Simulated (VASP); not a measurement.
Here is a VASP 6.6.1 calculation.

File POSCAR:

```
TiTe2
1.0
    3.7770000000      0.0000000000      0.0000000000
   -1.8885000000      3.2709779501      0.0000000000
    0.0000000000      0.0000000000      6.4980000000
Te Ti
2 1
Direct
    0.3333333333      0.6666666667      0.7372000000
    0.6666666667      0.3333333333      0.2628000000
    0.0000000000      0.0000000000      0.0000000000
```

The input INCAR.step1:

```
PREC     = Accurate       # precision mode
ENCUT    = 520            # plane-wave cutoff, eV
ISMEAR   = -1             # smearing method
SIGMA    = 0.05           # smearing width, eV
LREAL    = False          # projectors in reciprocal space
LASPH    = True           # aspherical terms in the spheres
NELM     = 150            # most SCF steps
LNONCOLLINEAR= True           # non-collinear magnetism
MAGMOM   = 0 0 0 0 0 0 0 0 0 # initial moments
LSORBIT  = True           # spin-orbit coupling
GGA_COMPAT= False        
LMAXMIX  = 4              # l up to which the mixer works
NBANDS   = 37             # bands
GGA      = PE             # functional
ALGO     = Normal         # electronic algorithm
EDIFF    = 1E-4           # SCF threshold, eV
LWAVE    = True           # write WAVECAR
LCHARG   = False          # write CHGCAR
```

The input INCAR.step2:

```
PREC     = Accurate       # precision mode
ENCUT    = 520            # plane-wave cutoff, eV
EDIFF    = 1E-7           # SCF threshold, eV
ISMEAR   = -1             # smearing method
SIGMA    = 0.05           # smearing width, eV
LREAL    = False          # projectors in reciprocal space
LASPH    = True           # aspherical terms in the spheres
NELM     = 150            # most SCF steps
ALGO     = Normal         # electronic algorithm
ISIF     = 2              # what is computed and relaxed
LWAVE    = False          # write WAVECAR
LCHARG   = True           # write CHGCAR
LNONCOLLINEAR= True           # non-collinear magnetism
MAGMOM   = 0 0 0 0 0 0 0 0 0 # initial moments
LORBIT   = 11             # projections on sites
LSORBIT  = True           # spin-orbit coupling
GGA_COMPAT= False        
LORBMOM  = True         
LMAXMIX  = 4              # l up to which the mixer works
METAGGA  = R2SCAN         # meta-GGA
LMIXTAU  = True         
LVHAR    = True         
NBANDS   = 37             # bands
ISTART   = 1
```

The input KPOINTS:

```
Automatic mesh
0
Gamma
  6 6 3
```

Potentials or basis: VASP PAW PBE potentials, release 64 (Te, Ti_sv).

Command:

```bash
$ cat potpaw_PBE.64/Te/POTCAR potpaw_PBE.64/Ti_sv/POTCAR > POTCAR
$ cp INCAR.step1 INCAR
$ mpirun -np 1 vasp_ncl > vasp.out
$ cp INCAR.step2 INCAR
$ mpirun -np 1 vasp_ncl > vasp.out
```

Task: Predict the largest force.

Result: 0.209 eV/Å.

Task: Predict the net moment.

Result: 0.00 μB per cell.

Task: Estimate the pressure.

Result: 1.1 GPa.

Stress tensor (GPa, compression positive):
```
1.28 0.00 0.00
0.00 1.28 0.00
0.00 0.00 0.69
```

Caveat: the PAW data sets were made with another functional, which shifts forces and pressure a little.
